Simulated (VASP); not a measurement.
# AlInSbN2 (Pmm2) in VASP: single point with PBE

Aim: the single point of AlInSbN2 with PBE.

Program: VASP 6.6.1. These are calculated values, not measurements. Logs are shortened: lines on timing, memory, paths and dates and some standing lists are left out, and cuts for length are marked.

## Step 1: The cell of the first run

It takes space group Pmm2 (No. 25, orthorhombic). The conventional cell has a = 2.926 Å, b = 5.358 Å, c = 11.091 Å, α = 90.00°, β = 90.00°, γ = 90.00°. Within 3.8 Å of Al (site symmetry mm2) lie 1 Sb at 2.88 Å and 2 Al at 2.93 Å and 2 In at 2.94 Å. Within 3.9 Å of In (site symmetry mm2) lie 2 In at 2.93 Å and 2 Al at 2.94 Å and 2 Sb at 3.15 Å. Within 3.8 Å of Sb (site symmetry mm2) lie 1 Al at 2.88 Å and 2 Sb at 2.93 Å and 2 In at 3.15 Å. Within 1.5 Å of N (site symmetry mm2) lie 1 N at 1.10 Å. Within 1.5 Å of N (site symmetry mm2) lie 1 N at 1.10 Å.

## Step 2: Single point, PBE

Input file POSCAR:

```
AlInSbN2
1.0
    2.9260235498      0.0000000000      0.0000000000
    0.0000000000      5.3577557151      0.0000000000
    0.0000000000      0.0000000000     11.0909331439
Al In Sb N
1 1 1 2
Direct
    0.0000000000      0.5000000000      0.4115864036
    0.0000000000      0.0000000000      0.5208190491
    0.0000000000      0.5000000000      0.6708871748
    0.0000000000      0.0000000000      0.1009482872
    0.0000000000      0.0000000000      1.0016067854
```

Input file INCAR.step1:

```
PREC = Accurate ; ENCUT = 520
EDIFF = 1E-6 ; ISMEAR = 0
SIGMA = 0.1 ; LREAL = False
LASPH = True ; NELM = 60
ALGO = Normal ; ISIF = 2
LWAVE = False ; LCHARG = True
GGA = PE ; NBANDS = 24
```

Input file KPOINTS.step1:

```
regular mesh
0
Gamma
  12 8 4
```

Input file INCAR.step2:

```
PREC = Accurate ; ENCUT = 520
EDIFF = 1E-6 ; ISMEAR = -5
SIGMA = 0.1 ; LREAL = False
LASPH = True ; NELM = 60
ALGO = Normal ; ISIF = 2
LWAVE = False ; LCHARG = False
GGA = PE ; LORBIT = 10
NBANDS = 24 ; NEDOS = 2001
ICHARG = 11
```

Input file KPOINTS.step2:

```
regular mesh
0
Gamma
  18 12 6
```

Potentials or basis: VASP PAW PBE potentials, release 64 (Al, In_d, Sb, N).

Command:

```bash
$ cat potpaw_PBE.64/Al/POTCAR potpaw_PBE.64/In_d/POTCAR potpaw_PBE.64/Sb/POTCAR potpaw_PBE.64/N/POTCAR > POTCAR
$ cp INCAR.step1 INCAR
$ cp KPOINTS.step1 KPOINTS
$ mpirun -np 1 vasp_std > vasp.out
$ cp INCAR.step2 INCAR
$ cp KPOINTS.step2 KPOINTS
$ mpirun -np 1 vasp_std > vasp.out
```

OUTCAR:

```text
PREC = Accurate
   ENCUT = 520
   EDIFF = 1E-6
   ISMEAR = -5
   LREAL = False
   LASPH = True
   NELM = 60
   ISIF = 2
   GGA = PE
   LORBIT = 10
   ICHARG = 11

 ion  position               nearest neighbor table
   1  0.000  0.500  0.412-   3 2.88   2 2.94   2 2.94
   2  0.000  0.000  0.521-   1 2.94   1 2.94   3 3.15   3 3.15
   3  0.000  0.500  0.671-   1 2.88   2 3.15   2 3.15
   4  0.000  0.000  0.101-   5 1.10
   5  0.000  0.000  0.002-   4 1.10

  LATTYP: Found a simple orthorhombic cell.
 ALAT       =     2.9260235498
 B/A-ratio  =     1.8310706062
 C/A-ratio  =     3.7904456185

  Lattice vectors:

 A1 = (   2.9260235498,   0.0000000000,   0.0000000000)
 A2 = (   0.0000000000,   5.3577557151,   0.0000000000)
 A3 = (   0.0000000000,   0.0000000000,  11.0909331439)

Analysis of symmetry for initial positions (statically):
=====================================================================
 Subroutine PRICEL returns:
 Original cell was already a primitive cell.

 Routine SETGRP: Setting up the symmetry group for a
 simple orthorhombic supercell.

 Subroutine GETGRP returns: Found  4 space group operations
 (whereof  4 operations were pure point group operations)
 out of a pool of  8 trial point group operations.

The static configuration has the point symmetry C_2v.

Analysis of symmetry for dynamics (positions and initial velocities):
=====================================================================
 Subroutine PRICEL returns:
 Original cell was already a primitive cell.

 Routine SETGRP: Setting up the symmetry group for a
 simple orthorhombic supercell.

 Subroutine GETGRP returns: Found  4 space group operations
 (whereof  4 operations were pure point group operations)
 out of a pool of  8 trial point group operations.

The dynamic configuration has the point symmetry C_2v.

 Subroutine INISYM returns: Found  4 space group operations
 (whereof  4 operations are pure point group operations),
 and found     1 'primitive' translations

----------------------------------------------------------------------------------------

                                     Primitive cell
[... 98 lines left out ...]
   NELM   =     60;   NELMIN=  2; NELMDL=  0     # of ELM steps
   EDIFF  = 0.1E-05   stopping-criterion for ELM
   LREAL  =      F    real-space projection
   EDIFFG = 0.1E-04   stopping-criterion for IOM
   NSW    =      0    number of steps for IOM
   IBRION =     -1    ionic relax: 0-MD 1-quasi-New 2-CG
   NFREE  =      0    steps in history (QN), initial steepest desc. (CG)
   ISIF   =      2    stress and relaxation
   ISYM   =      2    0-nonsym 1-usesym 2-fastsym
   POTIM  = 0.5000    time-step for ionic-motion
   TEBEG  =    0.0;   TEEND  =   0.0 temperature during run
   PSTRESS=    0.0 pullay stress
   NELECT =      31.0000    total number of electrons
   NUPDOWN=      -1.0000    fix difference up-down
   EMIN   =  10.00;   EMAX   =-10.00  energy-range for DOS
   EFERMI =   0.00;   METHOD = LEGACY
   ISMEAR =    -5;   SIGMA  =   0.10  broadening in eV -4-tet -1-fermi 0-gaus
   EFERMI_NEDOS =   21; number of points for ismear=-14 and -15
   IALGO  =     38    algorithm
   IMIX   =      4    mixing-type and parameters
     AMIX     =   0.40;   BMIX     =  1.00
     AMIX_MAG =   1.60;   BMIX_MAG =  1.00
  volume/ion in A,a.u.               =      34.77       234.67
  Fermi-wavevector in a.u.,A,eV,Ry     =   0.921409  1.741211 11.551272  0.848995
  Thomas-Fermi vector in A             =   2.046822
   LORBIT       =     10    0 simple, 1 ext, 2 COOP (PROOUT), +10 PAW based schemes
   GGA     = PE    functional components
   LHFCALC =     F    Hartree Fock is set to
   AEXX    =    0.0000 exact exchange contribution
   IVDW    =     0    specifies the selected vdW correction
   LEPSILON=     F    determine dielectric tensor
   LRPA    =     F    only Hartree local field effects (RPA)
 non-spin polarized calculation
 Fermi weights with tetrahedron method with Bloechl corrections
  energy-cutoff  :      520.00
  volume of cell :      173.87
 maximum number of plane-waves:      4722
 NGX is ok and might be reduce to    24

 number of electron      30.9999992 magnetization

 Free energy of the ion-electron system (eV)
  ---------------------------------------------------
  ext. energy  EPLUGINS =         0.00000000
  ---------------------------------------------------
  free energy    TOTEN  =       -25.67203660 eV

  energy without entropy =      -25.67203660  energy(sigma->0) =      -25.67203660

 E-fermi :   1.5646     XC(G=0):  -6.8467

 val. band max:        1.5816994911   @ k =   0.0556   0.0000   0.5000
 cond. band min:       1.6618009060   @ k =   0.3889   0.1667   0.0000
 fundamental gap:      0.0801014149
 Fermi energy:         1.5645528989

 k-point     1 :       0.0000    0.0000    0.0000
  band No.  band energies     occupation
      1     -22.8324      2.00000
      2     -13.2981      2.00000
      3     -12.8868      2.00000
      4     -12.8821      2.00000
      5     -12.6577      2.00000
      6     -12.6345      2.00000
[... 637 lines left out ...]
     23       6.0909      0.00000
     24       7.2090      0.00000

 [... further k-points ...]
[... 5 lines left out ...]
  --------------------------------------------------------------------------------------
  -------------------------------------------------------------------------------------
  Total        0.7266300     -0.8011240      0.9126080      0.0000000      0.0000000      0.0000000
  in kB        6.6956863     -7.3821267      8.4094203      0.0000000      0.0000000      0.0000000
  external PRESSURE =       2.5743266 kB  Pullay stress =       0.0000000 kB

 VOLUME and BASIS-vectors are now :
 -----------------------------------------------------------------------------
  energy-cutoff  :      520.00
  volume of cell :      173.87
      direct lattice vectors                 reciprocal lattice vectors
     2.926023550  0.000000000  0.000000000     0.341760749  0.000000000  0.000000000
     0.000000000  5.357755715  0.000000000     0.000000000  0.186645314  0.000000000
     0.000000000  0.000000000 11.090933144     0.000000000  0.000000000  0.090163739

 POSITION                                       TOTAL-FORCE (eV/Angst)
 -----------------------------------------------------------------------------------
      0.00000      2.67888      4.56488         0.000000      0.000000      0.058724
      0.00000      0.00000      5.77637         0.000000      0.000000      0.043043
      0.00000      2.67888      7.44076         0.000000      0.000000     -0.086307
      0.00000      0.00000      1.11961         0.000000      0.000000      1.755034
      0.00000      0.00000      0.01782         0.000000      0.000000     -1.770494
 -----------------------------------------------------------------------------------
    total drift:                                0.000000     -0.000000      0.040131

  FREE ENERGIE OF THE ION-ELECTRON SYSTEM (eV)
  ---------------------------------------------------
  free  energy   TOTEN  =       -25.6720366030 eV

  energy  without entropy=      -25.6720366030  energy(sigma->0) =      -25.67203660

 total charge

# of ion       s       p       d       tot
------------------------------------------
    1        0.488   0.251   0.000   0.739
    2        0.956   0.551   9.845  11.353
    3        1.213   1.201   0.029   2.443
    4        1.376   2.499   0.000   3.874
    5        1.376   2.496   0.000   3.872
--------------------------------------------------
tot          5.409   6.997   9.875  22.281
```

OUTCAR.step1:

```text
PREC = Accurate
   ENCUT = 520
   EDIFF = 1E-6
   ISMEAR = 0
   LREAL = False
[... 883 lines left out ...]
      0.00000      0.00000      5.77637         0.000000      0.000000     -0.003585
      0.00000      2.67888      7.44076         0.000000      0.000000      0.012982
      0.00000      0.00000      1.11961         0.000000      0.000000      1.764894
      0.00000      0.00000      0.01782         0.000000      0.000000     -1.763858
 -----------------------------------------------------------------------------------
    total drift:                                0.000000     -0.000000      0.000414

  FREE ENERGIE OF THE ION-ELECTRON SYSTEM (eV)
  ---------------------------------------------------
  free  energy   TOTEN  =       -25.6691062022 eV

  energy  without entropy=      -25.6617111576  energy(sigma->0) =      -25.66540868
```

Run time: 7.1 min. Hardware: 1 thread of Intel Xeon 6975P-C (Granite Rapids), shared host; peak memory 1.2 GiB.

Results:

```
Valence electrons inside the program's atomic spheres : Al 0.74; In 11.35; Sb 2.44; N 3.87
```

Levels at points of the mesh, in eV from the Fermi level:
| k point | band 14 | band 15 | band 16 | band 17 | band 18 | band 19 |
| --- | --- | --- | --- | --- | --- | --- |
| (0.00, 0.00, 0.00) | -3.29 | -2.15 | -0.05 | 0.99 | 1.89 | 2.15 |
| (0.50, 0.00, 0.00) | -1.68 | -0.50 | 0.66 | 0.68 | 0.79 | 1.11 |
| (0.00, 0.50, 0.00) | -2.44 | -2.13 | 1.32 | 1.45 | 2.45 | 3.30 |
| (0.50, 0.50, 0.00) | -2.32 | -1.37 | -0.85 | 0.63 | 1.06 | 1.11 |
| (0.00, 0.00, 0.50) | -3.29 | -2.17 | -0.03 | 0.98 | 1.83 | 2.07 |
| (0.50, 0.00, 0.50) | -1.68 | -0.50 | 0.66 | 0.69 | 0.78 | 1.10 |
| (0.00, 0.50, 0.50) | -2.43 | -2.14 | 1.43 | 1.72 | 1.86 | 3.30 |
| (0.50, 0.50, 0.50) | -2.32 | -1.37 | -0.85 | 0.64 | 1.02 | 1.11 |

Caveat: the standard files for N, O and F lose accuracy on very short bonds; spin-orbit coupling is left out, which moves the levels of the heavy elements; this functional lacks dispersion, which binds the layers, so the pressure and a relaxed spacing across them are unreliable; tetrahedron occupations give inexact forces and stress in metals.
